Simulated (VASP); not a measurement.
# Mo (Im-3m) in VASP: notebook

The runs below take Mo through single point, with r2SCAN.

Program: VASP 6.6.1. These are calculated values, not measurements. Logs are shortened: lines on timing, memory, paths and dates and some standing lists are left out, and cuts for length are marked.

**1. The cell of the first run**

Symmetry: Im-3m, No. 229, cubic system. Conventional cell: a = 3.153 Å, b = 3.153 Å, c = 3.153 Å, α = 90.00°, β = 90.00°, γ = 90.00°. Mo (site symmetry m-3m) has 14 Mo at 2.73 to 3.15 Å within 3.6 Å.

**2. Single point, r2SCAN**

POSCAR reads:

```
Mo
1.0
   -1.5764210372      1.5764210372      1.5764210372
    1.5764210372     -1.5764210372      1.5764210372
    1.5764210372      1.5764210372     -1.5764210372
Mo
1
Direct
    0.0000000000      0.0000000000      0.0000000000
```

INCAR.step1 reads:

```
SYSTEM = Mo
  ALGO = Normal
  EDIFF = 1E-4
  ENCUT = 520
  GGA = PE
  ISMEAR = -1
  LASPH = .True.
  LCHARG = .False.
  LREAL = .False.
  LWAVE = .True.
  NBANDS = 13
  NELM = 100
  PREC = Accurate
  SIGMA = 0.1
```

INCAR.step2 reads:

```
SYSTEM = Mo
  ALGO = Normal
  EDIFF = 1E-6
  ENCUT = 520
  ISIF = 2
  ISMEAR = -1
  ISTART = 1
  LASPH = .True.
  LCHARG = .True.
  LELF = .True.
  LMIXTAU = .True.
  LREAL = .False.
  LVHAR = .True.
  LWAVE = .False.
  METAGGA = R2SCAN
  NBANDS = 13
  NELM = 100
  PREC = Accurate
  SIGMA = 0.1
```

KPOINTS reads:

```
k-points
0
Gamma
  5 5 5
  0 0 0
```

Potentials or basis: VASP PAW PBE potentials, release 64 (Mo_sv).

Run with:

```console
$ cat potpaw_PBE.64/Mo_sv/POTCAR > POTCAR
$ cp INCAR.step1 INCAR
$ mpirun -np 1 vasp_std > vasp.out
$ cp INCAR.step2 INCAR
$ mpirun -np 1 vasp_std > vasp.out
```

OUTCAR:

```text
SYSTEM = Mo
   EDIFF = 1E-6
   ENCUT = 520
   ISIF = 2
   ISMEAR = -1
   ISTART = 1
   LASPH = .True.
   LREAL = .False.
   METAGGA = R2SCAN
   NELM = 100
   PREC = Accurate

 ion  position               nearest neighbor table
   1  0.000  0.000  0.000-

  LATTYP: Found a body centered cubic cell.
 ALAT       =     3.1528420744

  Lattice vectors:

 A1 = (  -1.5764210372,   1.5764210372,   1.5764210372)
 A2 = (   1.5764210372,  -1.5764210372,   1.5764210372)
 A3 = (   1.5764210372,   1.5764210372,  -1.5764210372)

Analysis of symmetry for initial positions (statically):
=====================================================================
 Subroutine PRICEL returns:
 Original cell was already a primitive cell.

 Routine SETGRP: Setting up the symmetry group for a
 body centered cubic supercell.

 Subroutine GETGRP returns: Found 48 space group operations
 (whereof 48 operations were pure point group operations)
 out of a pool of 48 trial point group operations.

The static configuration has the point symmetry O_h .

Analysis of symmetry for dynamics (positions and initial velocities):
=====================================================================
 Subroutine PRICEL returns:
 Original cell was already a primitive cell.

 Routine SETGRP: Setting up the symmetry group for a
 body centered cubic supercell.

 Subroutine GETGRP returns: Found 48 space group operations
 (whereof 48 operations were pure point group operations)
 out of a pool of 48 trial point group operations.

The dynamic configuration has the point symmetry O_h .

 Subroutine INISYM returns: Found 48 space group operations
 (whereof 48 operations are pure point group operations),
 and found     1 'primitive' translations

----------------------------------------------------------------------------------------

                                     Primitive cell

  volume of cell :      15.6703

  direct lattice vectors                    reciprocal lattice vectors
    -1.576421037  1.576421037  1.576421037     0.000000000  0.317174148  0.317174148
     1.576421037 -1.576421037  1.576421037     0.317174148  0.000000000  0.317174148
     1.576421037  1.576421037 -1.576421037     0.317174148  0.317174148  0.000000000

  length of vectors
     2.730441331  2.730441331  2.730441331     0.448551982  0.448551982  0.448551982

  position of ions in fractional coordinates (direct lattice)
     0.000000000  0.000000000  0.000000000
[... 60 lines left out ...]
   NELM   =    100;   NELMIN=  2; NELMDL=  0     # of ELM steps
   EDIFF  = 0.1E-05   stopping-criterion for ELM
   LREAL  =      F    real-space projection
[... 7 lines left out ...]
   TEBEG  =    0.0;   TEEND  =   0.0 temperature during run
   PSTRESS=    0.0 pullay stress
   NELECT =      14.0000    total number of electrons
   NUPDOWN=      -1.0000    fix difference up-down
   EMIN   =  10.00;   EMAX   =-10.00  energy-range for DOS
   EFERMI =   0.00;   METHOD = LEGACY
   ISMEAR =    -1;   SIGMA  =   0.10  broadening in eV -4-tet -1-fermi 0-gaus
   EFERMI_NEDOS =   21; number of points for ismear=-14 and -15
   IALGO  =     38    algorithm
   IMIX   =      4    mixing-type and parameters
     AMIX     =   0.40;   BMIX     =  1.00
     AMIX_MAG =   1.60;   BMIX_MAG =  1.00
  volume/ion in A,a.u.               =      15.67       105.75
  Fermi-wavevector in a.u.,A,eV,Ry     =   1.576735  2.979597 33.825339  2.486092
  Thomas-Fermi vector in A             =   2.677523
   LORBIT       =      0    0 simple, 1 ext, 2 COOP (PROOUT), +10 PAW based schemes
   METAGGA = R2SCAN    functional components
   LHFCALC =     F    Hartree Fock is set to
   AEXX    =    0.0000 exact exchange contribution
   IVDW    =     0    specifies the selected vdW correction
   LEPSILON=     F    determine dielectric tensor
   LRPA    =     F    only Hartree local field effects (RPA)
 non-spin polarized calculation
  energy-cutoff  :      520.00
  volume of cell :       15.67
 maximum number of plane-waves:       429
   NGX = 11   NGY = 11   NGZ = 11

 number of electron      14.0000002 magnetization

 Free energy of the ion-electron system (eV)
  ---------------------------------------------------
  ext. energy  EPLUGINS =         0.00000000
  ---------------------------------------------------
  free energy    TOTEN  =       -26.13206778 eV

  energy without entropy =      -26.09156999  energy(sigma->0) =      -26.11181888

 E-fermi :  12.6648     XC(G=0): -14.6038

 val. band max:       11.5006598690   @ k =   0.4000   0.2000   0.0000
 cond. band min:      12.6715661892   @ k =  -0.2000   0.2000   0.2000
 fundamental gap:      1.1709063201
 Fermi energy:        12.6647935920

 k-point     1 :       0.0000    0.0000    0.0000
  band No.  band energies     occupation
      1     -50.6321      2.00000
      2     -23.1160      2.00000
      3     -23.1160      2.00000
      4     -23.1160      2.00000
      5       4.8645      2.00000
      6      11.1274      2.00000
      7      11.1274      2.00000
      8      11.1274      2.00000
      9      14.4703      0.00000
     10      14.4703      0.00000
     11      27.9973      0.00000
     12      27.9973      0.00000
     13      27.9973      0.00000
[... 130 lines left out ...]
  band No.  band energies     occupation
      1     -50.1774      2.00000
      2     -24.1475      2.00000
      3     -24.0455      2.00000
      4     -24.0455      2.00000
      5       7.4040      2.00000
      6       7.6456      2.00000
      7      14.8286      0.00000
      8      14.8286      0.00000
      9      15.9566      0.00000
     10      19.9440      0.00000
     11      24.8402      0.00000
     12      24.8402      0.00000
     13      31.8782      0.00000

------------------------ aborting loop because EDIFF is reached ----------------------------------------

  FORCE on cell =-STRESS in cart. coord.  units (eV):
  Direction    XX          YY          ZZ          XY          YZ          ZX
  --------------------------------------------------------------------------------------
  -------------------------------------------------------------------------------------
  Total       -0.1864226     -0.1864226     -0.1864226      0.0000000      0.0000000      0.0000000
  in kB      -19.0604228    -19.0604228    -19.0604228      0.0000000      0.0000000      0.0000000
  external PRESSURE =     -19.0604228 kB  Pullay stress =       0.0000000 kB

 VOLUME and BASIS-vectors are now :
 -----------------------------------------------------------------------------
  energy-cutoff  :      520.00
  volume of cell :       15.67
      direct lattice vectors                 reciprocal lattice vectors
    -1.576421037  1.576421037  1.576421037     0.000000000  0.317174148  0.317174148
     1.576421037 -1.576421037  1.576421037     0.317174148  0.000000000  0.317174148
     1.576421037  1.576421037 -1.576421037     0.317174148  0.317174148  0.000000000

 POSITION                                       TOTAL-FORCE (eV/Angst)
 -----------------------------------------------------------------------------------
      0.00000      0.00000      0.00000         0.000000      0.000000     -0.000000
 -----------------------------------------------------------------------------------
    total drift:                                0.000000     -0.000000      0.000000

  FREE ENERGIE OF THE ION-ELECTRON SYSTEM (eV)
  ---------------------------------------------------
  free  energy   TOTEN  =       -26.1320677764 eV

  energy  without entropy=      -26.0915699901  energy(sigma->0) =      -26.11181888
```

OSZICAR.step1:

```text
N       E                     dE             d eps       ncg     rms          rms(c)
DAV:   1     0.891503523232E+02    0.89150E+02   -0.85383E+03   268   0.113E+03
DAV:   2    -0.105170160010E+02   -0.99667E+02   -0.95713E+02   285   0.309E+02
DAV:   3    -0.116302685229E+02   -0.11133E+01   -0.11095E+01   300   0.323E+01
DAV:   4    -0.116329471806E+02   -0.26787E-02   -0.26786E-02   265   0.187E+00
DAV:   5    -0.116329628996E+02   -0.15719E-04   -0.15719E-04   302   0.133E-01    0.146E+01
DAV:   6    -0.110544564534E+02    0.57851E+00   -0.74146E-01   270   0.105E+01    0.387E+00
DAV:   7    -0.109932637490E+02    0.61193E-01   -0.10915E-01   280   0.384E+00    0.862E-01
DAV:   8    -0.109904989331E+02    0.27648E-02   -0.38037E-03   265   0.788E-01    0.139E-01
DAV:   9    -0.109905672388E+02   -0.68306E-04   -0.52362E-05   150   0.933E-02
   1 F= -.10990567E+02 E0= -.10970400E+02  d E =-.403347E-01
```

Wall time 16 s (1 thread of Intel Xeon Platinum 8259CL at 2.50GHz (Skylake/Cascade Lake), shared host); peak memory 0.12 GiB.

What came out:

```
Free energy            : -26.1321 eV
Pressure               : -1.9 GPa
Band gap on the k mesh : zero (band 7 reaches 14.83 eV, above the bottom of band 8 at 11.13 eV)
```

Levels at points of the mesh, in eV from the Fermi level:
```
           k point  band 3  band 4  band 5  band 6  band 7  band 8  band 9  band 10  band 11  band 12
(0.00, 0.00, 0.00)  -35.78  -35.78   -7.80   -1.54   -1.54   -1.54    1.81     1.81    15.33    15.33
```

Caveat: the k points lie up to 0.56 Å⁻¹ apart; the PAW data sets were made with another functional, which shifts forces and pressure a little.

**3. Single point, r2SCAN**

POSCAR is that of step 2.

INCAR.step1 reads:

```
ALGO = Normal ; EDIFF = 1E-4
ENCUT = 520 ; GGA = PE
ISMEAR = -1 ; LASPH = T
LCHARG = F ; LREAL = F
LWAVE = T ; NBANDS = 13
NELM = 60 ; PREC = Accurate
SIGMA = 0.1
```

INCAR.step2 reads:

```
ALGO = Normal ; EDIFF = 1E-6
ENCUT = 520 ; ISIF = 2
ISMEAR = -1 ; ISTART = 1
LASPH = T ; LCHARG = T
LELF = T ; LMIXTAU = T
LREAL = F ; LVHAR = T
LWAVE = F ; METAGGA = R2SCAN
NBANDS = 13 ; NELM = 60
PREC = Accurate ; SIGMA = 0.1
```

KPOINTS reads:

```
k-points
0
Gamma
  7 7 7
```

Potentials or basis: VASP PAW PBE potentials, release 64 (Mo_sv).

Run with:

```console
$ cat potpaw_PBE.64/Mo_sv/POTCAR > POTCAR
$ cp INCAR.step1 INCAR
$ mpirun -np 1 vasp_std > vasp.out
$ cp INCAR.step2 INCAR
$ mpirun -np 1 vasp_std > vasp.out
```

Run time: 27 s. Hardware: 1 thread of Intel Xeon Platinum 8259CL at 2.50GHz (Skylake/Cascade Lake), shared host; peak memory 0.13 GiB.

Results (log left out):

```yaml
Free_energy: -26.0561 eV
Pressure: 1.1 GPa
Band_gap_on_the_k_mesh: zero (band 7 reaches 15.51 eV, above the bottom of band 8 at 11.10 eV)
```

Levels at points of the mesh, in eV from the Fermi level:
| k point | band 5 | band 6 | band 7 | band 8 | band 9 | band 10 |
| --- | --- | --- | --- | --- | --- | --- |
| (0.00, 0.00, 0.00) | -7.64 | -1.40 | -1.40 | -1.40 | 1.92 | 1.92 |

Caveat: the k points lie up to 0.40 Å⁻¹ apart; the PAW data sets were made with another functional, which shifts forces and pressure a little.

**4. Single point, r2SCAN**

POSCAR is that of step 3.

INCAR.step1 reads:

```
ALGO = Normal
EDIFF = 1E-4
ENCUT = 520
GGA = PE
ISMEAR = -1
LASPH = T
LCHARG = F
LREAL = F
LWAVE = T
NBANDS = 13
NELM = 100
PREC = Accurate
SIGMA = 0.1
```

INCAR.step2 reads:

```
ALGO = Normal
EDIFF = 1E-6
ENCUT = 520
ISIF = 2
ISMEAR = -1
ISTART = 1
LASPH = T
LCHARG = T
LELF = T
LMIXTAU = T
LREAL = F
LVHAR = T
LWAVE = F
METAGGA = R2SCAN
NBANDS = 13
NELM = 100
PREC = Accurate
SIGMA = 0.1
```

KPOINTS reads:

```
k-points
0
Gamma
  9 9 9
```

Run with:

```console
$ cat potpaw_PBE.64/Mo_sv/POTCAR > POTCAR
$ cp INCAR.step1 INCAR
$ mpirun -np 1 vasp_std > vasp.out
$ cp INCAR.step2 INCAR
$ mpirun -np 1 vasp_std > vasp.out
```

Run time: 29 s. Hardware: 1 thread of Intel Xeon Platinum 8259CL at 2.50GHz (Skylake/Cascade Lake), shared host; peak memory 0.13 GiB.

Results (log left out):

- Free energy: -26.1020 eV
- Pressure: 0.3 GPa
- Band gap on the k mesh: zero (band 7 reaches 15.88 eV, above the bottom of band 8 at 11.09 eV)

Levels at points of the mesh, in eV from the Fermi level:
| k point | band 4 | band 5 | band 6 | band 7 | band 8 | band 9 | band 10 | band 11 |
| --- | --- | --- | --- | --- | --- | --- | --- | --- |
| (0.00, 0.00, 0.00) | -35.72 | -7.67 | -1.43 | -1.43 | -1.43 | 1.89 | 1.89 | 15.48 |

Caveat: the PAW data sets were made with another functional, which shifts forces and pressure a little.

**5. Single point, r2SCAN**

POSCAR is that of step 4.

INCAR.step1 reads:

```
ALGO = Normal ; EDIFF = 1E-4
ENCUT = 520 ; GGA = PE
ISMEAR = -1 ; LASPH = T
LCHARG = F ; LREAL = F
LWAVE = T ; NBANDS = 13
NELM = 60 ; PREC = Accurate
SIGMA = 0.1
```

INCAR.step2 reads:

```
ALGO = Normal ; EDIFF = 1E-6
ENCUT = 520 ; ISIF = 2
ISMEAR = -1 ; ISTART = 1
LASPH = T ; LCHARG = F
LMIXTAU = T ; LREAL = F
LWAVE = F ; METAGGA = R2SCAN
NBANDS = 13 ; NELM = 60
PREC = Accurate ; SIGMA = 0.1
```

KPOINTS reads:

```
k-points
0
Gamma
  11 11 11
```

Potentials or basis: VASP PAW PBE potentials, release 64 (Mo_sv).

Run with:

```console
$ cat potpaw_PBE.64/Mo_sv/POTCAR > POTCAR
$ cp INCAR.step1 INCAR
$ mpirun -np 1 vasp_std > vasp.out
$ cp INCAR.step2 INCAR
$ mpirun -np 1 vasp_std > vasp.out
```

OUTCAR:

```text
EDIFF = 1E-6
   ENCUT = 520
   ISIF = 2
   ISMEAR = -1
   ISTART = 1
   LASPH = T
   LREAL = F
   METAGGA = R2SCAN
   NELM = 60
   PREC = Accurate

 ion  position               nearest neighbor table
   1  0.000  0.000  0.000-

  LATTYP: Found a body centered cubic cell.
 ALAT       =     3.1528420744

  Lattice vectors:

 A1 = (  -1.5764210372,   1.5764210372,   1.5764210372)
 A2 = (   1.5764210372,  -1.5764210372,   1.5764210372)
 A3 = (   1.5764210372,   1.5764210372,  -1.5764210372)

Analysis of symmetry for initial positions (statically):
=====================================================================
 Subroutine PRICEL returns:
 Original cell was already a primitive cell.

 Routine SETGRP: Setting up the symmetry group for a
 body centered cubic supercell.

 Subroutine GETGRP returns: Found 48 space group operations
 (whereof 48 operations were pure point group operations)
 out of a pool of 48 trial point group operations.

The static configuration has the point symmetry O_h .

Analysis of symmetry for dynamics (positions and initial velocities):
=====================================================================
 Subroutine PRICEL returns:
 Original cell was already a primitive cell.

 Routine SETGRP: Setting up the symmetry group for a
 body centered cubic supercell.

 Subroutine GETGRP returns: Found 48 space group operations
 (whereof 48 operations were pure point group operations)
 out of a pool of 48 trial point group operations.

The dynamic configuration has the point symmetry O_h .

 Subroutine INISYM returns: Found 48 space group operations
 (whereof 48 operations are pure point group operations),
 and found     1 'primitive' translations

----------------------------------------------------------------------------------------

                                     Primitive cell

  volume of cell :      15.6703
[... 106 lines left out ...]
     AMIX     =   0.40;   BMIX     =  1.00
     AMIX_MAG =   1.60;   BMIX_MAG =  1.00
  volume/ion in A,a.u.               =      15.67       105.75
  Fermi-wavevector in a.u.,A,eV,Ry     =   1.576735  2.979597 33.825339  2.486092
  Thomas-Fermi vector in A             =   2.677523
   LORBIT       =      0    0 simple, 1 ext, 2 COOP (PROOUT), +10 PAW based schemes
   METAGGA = R2SCAN    functional components
   LHFCALC =     F    Hartree Fock is set to
   AEXX    =    0.0000 exact exchange contribution
   IVDW    =     0    specifies the selected vdW correction
   LEPSILON=     F    determine dielectric tensor
   LRPA    =     F    only Hartree local field effects (RPA)
 non-spin polarized calculation
  energy-cutoff  :      520.00
  volume of cell :       15.67
 maximum number of plane-waves:       434
   NGX = 11   NGY = 11   NGZ = 11

 number of electron      14.0000002 magnetization

 Free energy of the ion-electron system (eV)
  ---------------------------------------------------
  ext. energy  EPLUGINS =         0.00000000
  ---------------------------------------------------
  free energy    TOTEN  =       -26.07084186 eV

  energy without entropy =      -26.04277126  energy(sigma->0) =      -26.05680656

 E-fermi :  12.4337     XC(G=0): -14.6205

 val. band max:       12.4146412983   @ k =  -0.1818   0.2727   0.0909
 cond. band min:      12.4741438638   @ k =   0.1818   0.0000   0.0000
 fundamental gap:      0.0595025654
 Fermi energy:        12.4337271843

 k-point     1 :       0.0000    0.0000    0.0000
  band No.  band energies     occupation
      1     -50.7118      2.00000
      2     -23.1894      2.00000
      3     -23.1894      2.00000
      4     -23.1894      2.00000
      5       4.8549      2.00000
      6      11.0916      2.00000
      7      11.0916      2.00000
      8      11.0916      2.00000
      9      14.4222      0.00000
     10      14.4222      0.00000
     11      28.0009      0.00000
     12      28.0009      0.00000
     13      28.0009      0.00000
[... 354 lines left out ...]
  band No.  band energies     occupation
      1     -50.4060      2.00000
      2     -24.4236      2.00000
      3     -23.8674      2.00000
      4     -23.4369      2.00000
      5       8.3261      2.00000
      6       9.1194      2.00000
      7      11.4436      1.99990
      8      14.7602      0.00000
      9      15.1838      0.00000
     10      20.9596      0.00000
     11      23.4466      0.00000
     12      25.7461      0.00000
     13      27.9178      0.00000

 [... further k-points ...]
[... 5 lines left out ...]
  --------------------------------------------------------------------------------------
  -------------------------------------------------------------------------------------
  Total        0.1118890      0.1118890      0.1118890      0.0000000      0.0000000      0.0000000
  in kB       11.4398737     11.4398737     11.4398737      0.0000000      0.0000000      0.0000000
  external PRESSURE =      11.4398737 kB  Pullay stress =       0.0000000 kB

 VOLUME and BASIS-vectors are now :
 -----------------------------------------------------------------------------
  energy-cutoff  :      520.00
  volume of cell :       15.67
      direct lattice vectors                 reciprocal lattice vectors
    -1.576421037  1.576421037  1.576421037     0.000000000  0.317174148  0.317174148
     1.576421037 -1.576421037  1.576421037     0.317174148  0.000000000  0.317174148
     1.576421037  1.576421037 -1.576421037     0.317174148  0.317174148  0.000000000

 POSITION                                       TOTAL-FORCE (eV/Angst)
 -----------------------------------------------------------------------------------
      0.00000      0.00000      0.00000         0.000000      0.000000      0.000000
 -----------------------------------------------------------------------------------
    total drift:                                0.000000     -0.000000      0.000000

  FREE ENERGIE OF THE ION-ELECTRON SYSTEM (eV)
  ---------------------------------------------------
  free  energy   TOTEN  =       -26.0708418598 eV

  energy  without entropy=      -26.0427712575  energy(sigma->0) =      -26.05680656
```

OUTCAR.step1:

```text
EDIFF = 1E-4
   ENCUT = 520
   GGA = PE
   ISMEAR = -1
   LASPH = T
   LREAL = F
[... 597 lines left out ...]

 POSITION                                       TOTAL-FORCE (eV/Angst)
 -----------------------------------------------------------------------------------
      0.00000      0.00000      0.00000        -0.000000     -0.000000     -0.000000
 -----------------------------------------------------------------------------------
    total drift:                                0.000000      0.000000      0.000000

  FREE ENERGIE OF THE ION-ELECTRON SYSTEM (eV)
  ---------------------------------------------------
  free  energy   TOTEN  =       -10.9275490548 eV

  energy  without entropy=      -10.8969571286  energy(sigma->0) =      -10.91225309
```

It took 35 s on 1 thread of Intel Xeon Platinum 8259CL at 2.50GHz (Skylake/Cascade Lake), shared host; peak memory 0.13 GiB.

Results:

* Free energy: -26.0708 eV
* Pressure: 1.1 GPa
* Band gap on the k mesh: zero (band 7 reaches 16.11 eV, above the bottom of band 8 at 11.09 eV)

Caveat: the PAW data sets were made with another functional, which shifts forces and pressure a little.

(Part 1 of 2 ends here.)
